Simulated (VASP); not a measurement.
# C in VASP: single point with PBE+D3(BJ)

Aim: the single point of C with PBE+D3(BJ).

Program: VASP 6.6.1. These are calculated values, not measurements. Logs are shortened: lines on timing, memory, paths and dates and some standing lists are left out, and cuts for length are marked.

**1. The cell of the first run**

The cell holds a slab with vacuum, 10 atoms: a = 2.465 Å, b = 6.611 Å, c = 18.726 Å, α = 90.00°, β = 90.00°, γ = 90.00°.

**2. Single point, PBE+D3(BJ)**

INCAR

```
SYSTEM = C
PREC = Accurate ; ENCUT = 520
EDIFF = 1E-6 ; ISMEAR = 0
SIGMA = 0.05 ; LREAL = .FALSE.
LASPH = .TRUE. ; NELM = 60
ALGO = Normal ; ISIF = 2
LWAVE = .FALSE. ; LCHARG = .FALSE.
LDIPOL = .TRUE. ; IDIPOL = 3
DIPOL = 0.5 0.5 0.500 ; GGA = PE
IVDW = 12 ; NBANDS = 31
```

KPOINTS

```
regular mesh
0
G
  11 4 1
  0 0 0
```

POSCAR

```
C
1.0
    2.4649338174      0.0000000000      0.0000000000
    0.0000000000      6.6106466029      0.0000000000
    0.0000000000      0.0000000000     18.7258793834
C
10
Direct
    0.5000000000      0.6298229082      0.3738142202
    0.0000000000      0.5373434205      0.3932598682
    0.0000000000      0.3522116844      0.4320456981
    0.5000000000      0.2597321967      0.4514913461
    0.5000000000      0.0746004606      0.4902771760
    0.0000000000      0.9836592811      0.5102625049
    0.0000000000      0.7989713350      0.5502283989
    0.5000000000      0.7082723620      0.5693829471
    0.5000000000      0.5151741001      0.6086190003
    0.0000000000      0.4319289200      0.6246023674
```

Potentials or basis: VASP PAW PBE potentials, release 64 (C).

The run is started by

```sh
$ cat potpaw_PBE.64/C/POTCAR > POTCAR
$ mpirun -np 1 vasp_std > vasp.out
```

OUTCAR:

```text
SYSTEM = C
   PREC = Accurate
   ENCUT = 520
   EDIFF = 1E-6
   ISMEAR = 0
   LREAL = .FALSE.
   LASPH = .TRUE.
   NELM = 60
   ISIF = 2
   GGA = PE
   IVDW = 12
 IVDW          = 12

 ion  position               nearest neighbor table
   1  0.500  0.630  0.374-   2 1.42   2 1.42
   2  0.000  0.537  0.393-   3 1.42   1 1.42   1 1.42
   3  0.000  0.352  0.432-   2 1.42   4 1.42   4 1.42
   4  0.500  0.260  0.451-   5 1.42   3 1.42   3 1.42
   5  0.500  0.075  0.490-   6 1.42   6 1.42   4 1.42
   6  0.000  0.984  0.510-   5 1.42   5 1.42   7 1.43
   7  0.000  0.799  0.550-   8 1.42   8 1.42   6 1.43
   8  0.500  0.708  0.569-   7 1.42   7 1.42   9 1.47
   9  0.500  0.515  0.609-  10 1.38  10 1.38   8 1.47
  10  0.000  0.432  0.625-   9 1.38   9 1.38

  LATTYP: Found a simple orthorhombic cell.
 ALAT       =     2.4649338174
 B/A-ratio  =     2.6818759012
 C/A-ratio  =     7.5969096011

  Lattice vectors:

 A1 = (   2.4649338174,   0.0000000000,   0.0000000000)
 A2 = (   0.0000000000,   6.6106466029,   0.0000000000)
 A3 = (   0.0000000000,   0.0000000000,  18.7258793834)

Analysis of symmetry for initial positions (statically):
=====================================================================
 Subroutine PRICEL returns:
 Original cell was already a primitive cell.

 Routine SETGRP: Setting up the symmetry group for a
 simple orthorhombic supercell.

 Subroutine GETGRP returns: Found  2 space group operations
 (whereof  2 operations were pure point group operations)
 out of a pool of  8 trial point group operations.

The static configuration has the point symmetry C_1h.

Analysis of symmetry for dynamics (positions and initial velocities):
=====================================================================
 Subroutine PRICEL returns:
 Original cell was already a primitive cell.

 Routine SETGRP: Setting up the symmetry group for a
 simple orthorhombic supercell.

 Subroutine GETGRP returns: Found  2 space group operations
 (whereof  2 operations were pure point group operations)
 out of a pool of  8 trial point group operations.

The dynamic configuration has the point symmetry C_1h.

 Subroutine INISYM returns: Found  2 space group operations
 (whereof  2 operations are pure point group operations),
 and found     1 'primitive' translations

----------------------------------------------------------------------------------------

                                     Primitive cell

  volume of cell :     305.1346

  direct lattice vectors                    reciprocal lattice vectors
     2.464933817  0.000000000  0.000000000     0.405690406  0.000000000  0.000000000
     0.000000000  6.610646603  0.000000000     0.000000000  0.151271133  0.000000000
     0.000000000  0.000000000 18.725879383     0.000000000  0.000000000  0.053402031

  length of vectors
     2.464933817  6.610646603 18.725879383     0.405690406  0.151271133  0.053402031

  position of ions in fractional coordinates (direct lattice)
     0.500000000  0.629822908  0.373814220
     0.000000000  0.537343421  0.393259868
     0.000000000  0.352211684  0.432045698
     0.500000000  0.259732197  0.451491346
     0.500000000  0.074600461  0.490277176
     0.000000000  0.983659281  0.510262505
     0.000000000  0.798971335  0.550228399
     0.500000000  0.708272362  0.569382947
     0.500000000  0.515174100  0.608619000
     0.000000000  0.431928920  0.624602367

  ion indices of the primitive-cell ions
   primitive index   ion index
                 1           1
                 2           2
                 3           3
                 4           4
                 5           5
                 6           6
                 7           7
                 8           8
                 9           9
                10          10

----------------------------------------------------------------------------------------

 KPOINTS: regular mesh

Automatic generation of k-mesh.
 Grid dimensions read from file:
 generate k-points for:   11    4    1

 Generating k-lattice:

  Cartesian coordinates                     Fractional coordinates (reciprocal lattice)
     0.036880946  0.000000000  0.000000000     0.090909091  0.000000000  0.000000000
     0.000000000  0.037817783  0.000000000     0.000000000  0.250000000  0.000000000
     0.000000000  0.000000000  0.053402031     0.000000000  0.000000000  1.000000000

  Length of vectors
     0.036880946  0.037817783  0.053402031

  Shift w.r.t. Gamma in fractional coordinates (k-lattice)
     0.000000000  0.000000000  0.000000000

 Subroutine IBZKPT returns following result:
 ===========================================

 Found     18 irreducible k-points:

 Following reciprocal coordinates:
            Coordinates               Weight
  0.000000  0.000000  0.000000      1.000000
  0.090909  0.000000  0.000000      2.000000
  0.181818  0.000000  0.000000      2.000000
  0.272727  0.000000  0.000000      2.000000
  0.363636  0.000000  0.000000      2.000000
  0.454545  0.000000  0.000000      2.000000
[... 10 lines left out ...]
  0.363636  0.500000  0.000000      2.000000
  0.454545  0.500000  0.000000      2.000000
   k-points           NKPTS =     18   k-points in BZ     NKDIM =     18   number of bands    NBANDS=     31
   number of dos      NEDOS =    301   number of ions     NIONS =     10
   total plane-waves  NPLWV = 126000
   dimension x,y,z NGX =    18 NGY =   50 NGZ =  140
   dimension x,y,z NGXF=    36 NGYF=  100 NGZF=  280
   ions per type =              10
   NGX,Y,Z   is equivalent  to a cutoff of  12.14, 12.57, 12.43 a.u.
   NGXF,Y,Z  is equivalent  to a cutoff of  24.28, 25.15, 24.86 a.u.
 SYSTEM =  C
   PREC   = accura    normal or accurate (medium, high low for compatibility)
   ISTART =      0    job   : 0-new  1-cont  2-samecut
   ICHARG =      2    charge: 1-file 2-atom 10-const
   ISPIN  =      1    spin polarized calculation?
   LNONCOLLINEAR =      F non collinear calculations
   LSORBIT =      F    spin-orbit coupling
   LASPH  =      T    aspherical Exc in radial PAW
   ENCUT  =  520.0 eV  38.22 Ry    6.18 a.u.   4.58 12.29 34.82*2*pi/ulx,y,z
   NELM   =     60;   NELMIN=  2; NELMDL= -5     # of ELM steps
   EDIFF  = 0.1E-05   stopping-criterion for ELM
   LREAL  =      F    real-space projection
   EDIFFG = 0.1E-04   stopping-criterion for IOM
   NSW    =      0    number of steps for IOM
   IBRION =     -1    ionic relax: 0-MD 1-quasi-New 2-CG
   NFREE  =      0    steps in history (QN), initial steepest desc. (CG)
   ISIF   =      2    stress and relaxation
   ISYM   =      2    0-nonsym 1-usesym 2-fastsym
   POTIM  = 0.5000    time-step for ionic-motion
   TEBEG  =    0.0;   TEEND  =   0.0 temperature during run
   PSTRESS=    0.0 pullay stress
   NELECT =      40.0000    total number of electrons
   NUPDOWN=      -1.0000    fix difference up-down
   EMIN   =  10.00;   EMAX   =-10.00  energy-range for DOS
   EFERMI =   0.00;   METHOD = LEGACY
   ISMEAR =     0;   SIGMA  =   0.05  broadening in eV -4-tet -1-fermi 0-gaus
   EFERMI_NEDOS =   21; number of points for ismear=-14 and -15
   IALGO  =     38    algorithm
   IMIX   =      4    mixing-type and parameters
     AMIX     =   0.40;   BMIX     =  1.00
     AMIX_MAG =   1.60;   BMIX_MAG =  1.00
  volume/ion in A,a.u.               =      30.51       205.91
  Fermi-wavevector in a.u.,A,eV,Ry     =   0.831632  1.571556  9.409942  0.691611
  Thomas-Fermi vector in A             =   1.944551
   LORBIT       =      0    0 simple, 1 ext, 2 COOP (PROOUT), +10 PAW based schemes
   GGA     = PE    functional components
   LHFCALC =     F    Hartree Fock is set to
   AEXX    =    0.0000 exact exchange contribution
   IVDW    =    12    specifies the selected vdW correction
   LEPSILON=     F    determine dielectric tensor
   LRPA    =     F    only Hartree local field effects (RPA)
 non-spin polarized calculation
 Gauss-broadening in eV      SIGMA  =   0.05
  energy-cutoff  :      520.00
  volume of cell :      305.13
 maximum number of plane-waves:      8276
   NGX =  9   NGY = 25   NGZ = 69

 dipolmoment           0.000000      0.000000      0.009728 electrons x Angstroem

 number of electron      40.0000009 magnetization

 dipolmoment           0.000000      0.000000     -0.037088 electrons x Angstroem

 Free energy of the ion-electron system (eV)
  ---------------------------------------------------
  ext. energy  EPLUGINS =         0.00000000
  ---------------------------------------------------
  free energy    TOTEN  =       -85.61720161 eV

  energy without entropy =      -85.60016346  energy(sigma->0) =      -85.60868253

 E-fermi :  -2.7009     XC(G=0):  -3.7607

 val. band max:       -2.7130899116   @ k =   0.1818   0.5000   0.0000
 cond. band min:      -2.6889579604   @ k =   0.1818   0.2500   0.0000
 fundamental gap:      0.0241319512
 Fermi energy:        -2.7009498227

 k-point     1 :       0.0000    0.0000    0.0000
  band No.  band energies     occupation
      1     -21.8594      2.00000
      2     -21.0880      2.00000
      3     -20.0534      2.00000
      4     -18.7261      2.00000
      5     -17.1496      2.00000
      6     -14.1929      2.00000
[... 23 lines left out ...]
     30       4.8905      0.00000
     31       5.1064      0.00000

 k-point     2 :       0.0909    0.0000    0.0000
  band No.  band energies     occupation
      1     -21.7132      2.00000
      2     -20.9442      2.00000
      3     -19.9121      2.00000
      4     -18.5894      2.00000
      5     -17.0218      2.00000
      6     -14.0853      2.00000
[... 536 lines left out ...]
 k-point    18 :       0.4545    0.5000    0.0000
  band No.  band energies     occupation
      1     -18.2316      2.00000
      2     -17.7055      2.00000
      3     -16.8764      2.00000
      4     -16.7697      2.00000
      5     -15.8906      2.00000
      6     -15.1294      2.00000
[... 23 lines left out ...]
     30       7.1881      0.00000
     31       7.3092      0.00000

------------------------ aborting loop because EDIFF is reached ----------------------------------------

 vacuum level on the upper side and lower side of the slab       (xc-potential included)        -0.336         0.057

 Edisp (eV)   -1.05564

 E8    (eV) :    -0.3170

  FORCE on cell =-STRESS in cart. coord.  units (eV):
  Direction    XX          YY          ZZ          XY          YZ          ZX
  --------------------------------------------------------------------------------------
  -------------------------------------------------------------------------------------
  Total       2.01321     0.02721     0.13547     0.00000    -0.32051     0.00000
  in kB      10.57081     0.14285     0.71133     0.00000    -1.68293     0.00000
  external pressure =        3.81 kB  Pullay stress =        0.00 kB

 VOLUME and BASIS-vectors are now :
 -----------------------------------------------------------------------------
  energy-cutoff  :      520.00
  volume of cell :      305.13
      direct lattice vectors                 reciprocal lattice vectors
     2.464933817  0.000000000  0.000000000     0.405690406  0.000000000  0.000000000
     0.000000000  6.610646603  0.000000000     0.000000000  0.151271133  0.000000000
     0.000000000  0.000000000 18.725879383     0.000000000  0.000000000  0.053402031

 POSITION                                       TOTAL-FORCE (eV/Angst)
 -----------------------------------------------------------------------------------
      1.23247      4.16354      7.00000         0.000000     -1.397383      0.938855
      0.00000      3.55219      7.36414         0.000000      2.288632     -1.432137
      0.00000      2.32835      8.09044         0.000000     -0.939043      0.526010
      1.23247      1.71700      8.45457         0.000000      0.205552     -0.224447
      1.23247      0.49316      9.18087         0.000000     -0.121555      0.168401
      0.00000      6.50262      9.55511         0.000000      0.002831     -0.001965
      0.00000      5.28172     10.30351         0.000000     -0.005410      0.008664
      1.23247      4.68214     10.66220         0.000000      0.004370     -0.006542
      1.23247      3.40563     11.39693         0.000000     -0.006351      0.004242
      0.00000      2.85533     11.69623         0.000000     -0.031644      0.018919
 -----------------------------------------------------------------------------------
    total drift:                                0.000000      0.000175     -0.000126

  FREE ENERGIE OF THE ION-ELECTRON SYSTEM (eV)
  ---------------------------------------------------
  free  energy   TOTEN  =       -86.6728394651 eV

  energy  without entropy=      -86.6558013142  energy(sigma->0) =      -86.66432039

 vacuum level on the upper side and lower side of the slab         2.550         2.956
```

Run time: 4.3 min. Hardware: 1 thread of Intel Xeon Platinum 8488C (Sapphire Rapids), shared host; peak memory 0.39 GiB.

Results:

```
Free energy                : -86.6728 eV
Largest force              : 2.700 eV/Å
Band gap on the k mesh     : zero (band 20 reaches -2.65 eV, above the bottom of band 21 at -2.80 eV)
Dispersion energy per atom : -0.106 eV
```

Forces on the atoms (eV/Å):
```
C    0.000 -1.397  0.939
C    0.000  2.289 -1.432
C    0.000 -0.939  0.526
C    0.000  0.206 -0.224
C    0.000 -0.122  0.168
C    0.000  0.003 -0.002
C    0.000 -0.005  0.009
C    0.000  0.004 -0.007
C    0.000 -0.006  0.004
C    0.000 -0.032  0.019
```
